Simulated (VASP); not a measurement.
# InTe4 (Im-3m) in VASP: further runs, part 2 of 2

VASP 6.6.1. The steps go on from the part before.

### Step 3. Single point, PBE

This run uses another cell than the first one, of 34.98 Å³/atom.

Input file INCAR:

```
PREC = Accurate
ENCUT = 520
EDIFF = 1E-7
ISMEAR = 0
SIGMA = 0.1
LREAL = F
LASPH = T
NELM = 60
ALGO = Normal
ISIF = 2
LWAVE = F
LCHARG = F
GGA = PE
NBANDS = 26
```

Input file KPOINTS:

```
Automatic mesh
0
Gamma
  4 4 4
```

Input file POSCAR:

```
InTe4
1.0
   -3.5230574042      3.5230574042      3.5230574042
    3.5230574042     -3.5230574042      3.5230574042
    3.5230574042      3.5230574042     -3.5230574042
In Te
1 4
Direct
    0.0000000000      0.0000000000      0.0000000000
    0.5000000000      0.5000000000      0.5000000000
    0.5000000000      0.0000000000      0.0000000000
    0.0000000000      0.0000000000      0.5000000000
    0.0000000000      0.5000000000      0.0000000000
```

Potentials or basis: VASP PAW PBE potentials, release 64 (In_d, Te).

Launch:

```
$ cat potpaw_PBE.64/In_d/POTCAR potpaw_PBE.64/Te/POTCAR > POTCAR
$ mpirun -np 1 vasp_std > vasp.out
```

OUTCAR:

```text
PREC = Accurate
   ENCUT = 520
   EDIFF = 1E-7
   ISMEAR = 0
   LREAL = F
   LASPH = T
   NELM = 60
   ISIF = 2
   GGA = PE

 ion  position               nearest neighbor table
   1  0.000  0.000  0.000-   2 3.05   3 3.05   4 3.05   5 3.05   4 3.05   5 3.05   3 3.05   2 3.05

   2  0.500  0.500  0.500-   1 3.05   1 3.05   4 3.52   5 3.52   3 3.52   5 3.52   4 3.52   3 3.52

   3  0.500  0.000  0.000-   1 3.05   1 3.05   4 3.52   5 3.52   2 3.52   2 3.52   4 3.52   5 3.52
[... 421 lines left out ...]
  --------------------------------------------------------------------------------------
  -------------------------------------------------------------------------------------
  Total       -0.3377504     -0.3377504     -0.3377504     -0.0000000      0.0000000     -0.0000000
  in kB       -3.0937646     -3.0937646     -3.0937646     -0.0000000      0.0000000     -0.0000000
  external PRESSURE =      -3.0937646 kB  Pullay stress =       0.0000000 kB

 VOLUME and BASIS-vectors are now :
 -----------------------------------------------------------------------------
  energy-cutoff  :      520.00
  volume of cell :      174.91
      direct lattice vectors                 reciprocal lattice vectors
    -3.523057404  3.523057404  3.523057404     0.000000000  0.141922184  0.141922184
     3.523057404 -3.523057404  3.523057404     0.141922184  0.000000000  0.141922184
     3.523057404  3.523057404 -3.523057404     0.141922184  0.141922184  0.000000000

 POSITION                                       TOTAL-FORCE (eV/Angst)
 -----------------------------------------------------------------------------------
      0.00000      0.00000      0.00000         0.000000     -0.000000      0.000000
      1.76153      1.76153      1.76153        -0.000000      0.000000     -0.000000
     -1.76153      1.76153      1.76153         0.000000     -0.000000      0.000000
      1.76153      1.76153     -1.76153         0.000000     -0.000000      0.000000
      1.76153     -1.76153      1.76153         0.000000      0.000000      0.000000
 -----------------------------------------------------------------------------------
    total drift:                                0.000000      0.000000     -0.000000

  FREE ENERGIE OF THE ION-ELECTRON SYSTEM (eV)
  ---------------------------------------------------
  free  energy   TOTEN  =       -13.9011258649 eV

  energy  without entropy=      -13.8703951729  energy(sigma->0) =      -13.88576052
```

stdout:

```text
POSCAR found type information on POSCAR InTe
 POSCAR found :  2 types and       5 ions
 scaLAPACK will be used
 LDA part: xc-table for (Slater+PW92), standard interpolation
 POSCAR, INCAR and KPOINTS ok, starting setup
 FFT: planning ... GRIDC
 FFT: planning ... GRID_SOFT
 FFT: planning ... GRID
 WAVECAR not read
 entering main loop
```

Wall time 1.7 min (1 thread of Intel Xeon 8259CL, shared host); peak memory 0.32 GiB.

Results:

* Free energy: -13.9011 eV
* Pressure: -0.3 GPa
* Band gap on the k mesh: zero (an odd number of electrons rules out a gap without spin polarisation)

Caveat: spin-orbit coupling is left out, which moves the levels of the heavy elements.

### Step 4. Single point, PBE

This run uses another cell than the first one, of 34.79 Å³/atom.

Input file INCAR:

```
PREC = Accurate
ENCUT = 520
EDIFF = 1E-7
ISMEAR = 0
SIGMA = 0.1
LREAL = F
LASPH = T
NELM = 80
ALGO = Normal
ISIF = 2
LWAVE = F
LCHARG = T
GGA = PE
LELF = T
LVHAR = T
NBANDS = 26
```

Input file KPOINTS:

```
Automatic mesh
0
Gamma
  8 8 8
```

Changes to POSCAR since step 3:

```diff
@@ -2,5 +2,5 @@
 1.0
-   -3.5230574042      3.5230574042      3.5230574042
-    3.5230574042     -3.5230574042      3.5230574042
-    3.5230574042      3.5230574042     -3.5230574042
+   -3.5164618909      3.5164618909      3.5164618909
+    3.5164618909     -3.5164618909      3.5164618909
+    3.5164618909      3.5164618909     -3.5164618909
 In Te
```

Launch:

```
$ cat potpaw_PBE.64/In_d/POTCAR potpaw_PBE.64/Te/POTCAR > POTCAR
$ mpirun -np 1 vasp_std > vasp.out
```

It took 4.3 min on 1 thread of Intel Xeon 8259CL, shared host; peak memory 0.39 GiB.

Results (log left out):

```yaml
Free_energy: -13.8999 eV
Pressure: 0.0 GPa
Band_gap_on_the_k_mesh: zero (an odd number of electrons rules out a gap without spin polarisation)
```

Levels at points of the mesh, in eV from the Fermi level:
```csv
k point,band 14,band 15,band 16,band 17,band 18,band 19,band 20,band 21,band 22,band 23
"(0.00, 0.00, 0.00)",-3.33,-3.33,-3.33,0.16,0.16,0.16,1.36,2.14,2.14,2.85
"(0.50, 0.00, 0.00)",-2.32,-2.07,-1.98,-1.43,-1.04,-0.98,0.98,0.99,1.13,2.34
"(0.50, 0.50, 0.50)",-2.60,-2.60,1.00,1.00,1.00,1.37,1.37,1.37,1.94,1.94
```

Caveat: spin-orbit coupling is left out, which moves the levels of the heavy elements.

### Step 5. Relaxation of cell and atoms, PBE

Input file INCAR:

```
  PREC = Accurate
  ENCUT = 600
  EDIFF = 1E-7
  ISMEAR = 0
  SIGMA = 0.1
  LREAL = False
  LASPH = True
  NELM = 80
  ALGO = Normal
  ISIF = 3
  LWAVE = False
  LCHARG = False
  GGA = PE
  IBRION = 2
  NSW = 90
  EDIFFG = -0.04
```

Input file KPOINTS:

```
Automatic mesh
0
Gamma
  4 4 4
```

Changes to POSCAR since step 4:

```diff
@@ -2,5 +2,5 @@
 1.0
-   -3.5164618909      3.5164618909      3.5164618909
-    3.5164618909     -3.5164618909      3.5164618909
-    3.5164618909      3.5164618909     -3.5164618909
+   -3.3913338900      3.3913338900      3.3913338900
+    3.3913338900     -3.3913338900      3.3913338900
+    3.3913338900      3.3913338900     -3.3913338900
 In Te
```

Launch:

```
$ cat potpaw_PBE.64/In_d/POTCAR potpaw_PBE.64/Te/POTCAR > POTCAR
$ mpirun -np 1 vasp_std > vasp.out
```

Run time: 4 min. Hardware: 1 thread of Intel Xeon 8259CL, shared host; peak memory 0.35 GiB.

Results (log left out):

```
Free energy                           : -13.9013 eV
Relaxed volume                        : 34.70 Å³/atom
Relaxed cell                          : a = 6.085 Å, b = 6.085 Å, c = 6.085 Å, α = 109.47°, β = 109.47°, γ = 109.47°
Space group after relaxing (to 0.1 Å) : Im-3m (No. 229)
Energy gained by relaxing             : 55.4 meV/atom
Ionic steps                           : 3
Pressure after relaxing               : 0.0 GPa
Band gap on the k mesh                : zero (an odd number of electrons rules out a gap without spin polarisation)
```

The path:
```tsv
step	energy change (eV)	largest force (eV/Å)	pressure (GPa)	volume (Å³)
1	0.0000	0.0000	5.63	156.02
2	-0.2286	0.0000	-1.73	182.12
3	-0.2772	0.0000	0.02	173.48
```

Final structure:
```
CELL_PARAMETERS angstrom
-3.51341 3.51341 3.51341
3.51341 -3.51341 3.51341
3.51341 3.51341 -3.51341
ATOMIC_POSITIONS crystal
In 0.00000 0.00000 0.00000
Te 0.50000 0.50000 0.50000
Te 0.50000 0.00000 0.00000
Te 0.00000 0.00000 0.50000
Te 0.00000 0.50000 0.00000
```

Levels at points of the mesh, in eV from the Fermi level:
```tsv
k point	band 14	band 15	band 16	band 17	band 18	band 19	band 20	band 21	band 22
(0.00, 0.00, 0.00)	-3.39	-3.39	-3.39	0.12	0.12	0.12	1.31	2.10	2.10
(0.50, 0.00, 0.00)	-2.37	-2.11	-2.03	-1.48	-1.09	-1.02	0.94	0.95	1.09
(0.50, 0.50, 0.50)	-2.66	-2.66	0.95	0.95	0.95	1.33	1.33	1.33	1.89
```

Caveat: spin-orbit coupling is left out, which moves the levels of the heavy elements.

### Step 6. Relaxation of cell and atoms, PBE

This run uses another cell than the first one, of 34.98 Å³/atom.

Input file INCAR:

```
SYSTEM = InTe4
  PREC = Accurate
  ENCUT = 600
  EDIFF = 1E-7
  ISMEAR = 0
  SIGMA = 0.1
  LREAL = .FALSE.
  LASPH = .TRUE.
  NELM = 100
  ALGO = Normal
  ISIF = 3
  LWAVE = .FALSE.
  LCHARG = .FALSE.
  GGA = PE
  IBRION = 2
  NSW = 100
  EDIFFG = -0.01
```

Input file KPOINTS:

```
regular mesh
0
G
  8 8 8
  0 0 0
```

Changes to POSCAR since step 5:

```diff
@@ -2,5 +2,5 @@
 1.0
-   -3.3913338900      3.3913338900      3.3913338900
-    3.3913338900     -3.3913338900      3.3913338900
-    3.3913338900      3.3913338900     -3.3913338900
+   -3.5230574042      3.5230574042      3.5230574042
+    3.5230574042     -3.5230574042      3.5230574042
+    3.5230574042      3.5230574042     -3.5230574042
 In Te
```

Potentials or basis: VASP PAW PBE potentials, release 64 (In_d, Te).

Launch:

```
$ cat potpaw_PBE.64/In_d/POTCAR potpaw_PBE.64/Te/POTCAR > POTCAR
$ mpirun -np 1 vasp_std > vasp.out
```

Run time: 9.6 min. Hardware: 1 thread of Intel Xeon 8259CL, shared host; peak memory 0.45 GiB.

Results (log left out):

```
Free energy                           : -13.9000 eV
Relaxed volume                        : 34.79 Å³/atom
Relaxed cell                          : a = 6.091 Å, b = 6.091 Å, c = 6.091 Å, α = 109.47°, β = 109.47°, γ = 109.47°
Space group after relaxing (to 0.1 Å) : Im-3m (No. 229)
Energy gained by relaxing             : 0.1 meV/atom
Ionic steps                           : 3
Pressure after relaxing               : 0.0 GPa
Band gap on the k mesh                : zero (an odd number of electrons rules out a gap without spin polarisation)
```

The path:
| step | energy change (eV) | largest force (eV/Å) | pressure (GPa) | volume (Å³) |
| --- | --- | --- | --- | --- |
| 1 | 0.0000 | 0.0000 | -0.21 | 174.91 |
| 2 | -0.0006 | 0.0000 | 0.05 | 173.76 |
| 3 | -0.0006 | 0.0000 | 0.00 | 173.97 |

Final structure:
```
In Te
1.0
    -3.51675    3.51675    3.51675
     3.51675   -3.51675    3.51675
     3.51675    3.51675   -3.51675
In Te
1 4
Cartesian
  0.0000 0.0000 0.0000
  1.7584 1.7584 1.7584
  -1.7584 1.7584 1.7584
  1.7584 1.7584 -1.7584
  1.7584 -1.7584 1.7584
```

Levels at points of the mesh, in eV from the Fermi level:
```csv
k point,band 16,band 17,band 18,band 19,band 20,band 21
"(0.00, 0.00, 0.00)",-3.33,0.16,0.16,0.16,1.36,2.13
"(0.50, 0.00, 0.00)",-1.98,-1.43,-1.04,-0.98,0.98,0.99
"(0.50, 0.50, 0.50)",1.00,1.00,1.00,1.37,1.37,1.37
```

Caveat: spin-orbit coupling is left out, which moves the levels of the heavy elements.

### Step 7. Overview

```csv
task,cell,k mesh,cutoff (eV),gap on the mesh (eV),pressure (GPa),relaxed volume (Å³/atom)
single point,"a = 5.874 Å, angles 109.5°, 5 atoms",4 × 4 × 4,520,none,5.6,-
single point,"a = 6.102 Å, angles 109.5°, 5 atoms",4 × 4 × 4,520,none,-0.3,-
single point,"a = 6.091 Å, angles 109.5°, 5 atoms",8 × 8 × 8,520,none,0.0,-
relaxation of cell and atoms,"relaxed from a = 5.874 Å, angles 109.5°, 5 atoms",4 × 4 × 4,600,none,0.0,34.70
relaxation of cell and atoms,"relaxed from a = 6.102 Å, angles 109.5°, 5 atoms",8 × 8 × 8,600,none,0.0,34.79
```

Alike in all rows: level PBE; potentials or basis VASP PAW PBE potentials, release 64 (In_d, Te); no spin polarisation; smearing gaussian 0.1 eV.

Caveats: spin-orbit coupling is left out, which moves the levels of the heavy elements; the cell stands under pressure (at least some runs).

Total energies depend on the potentials used, so only differences within one code and one set of settings carry meaning.
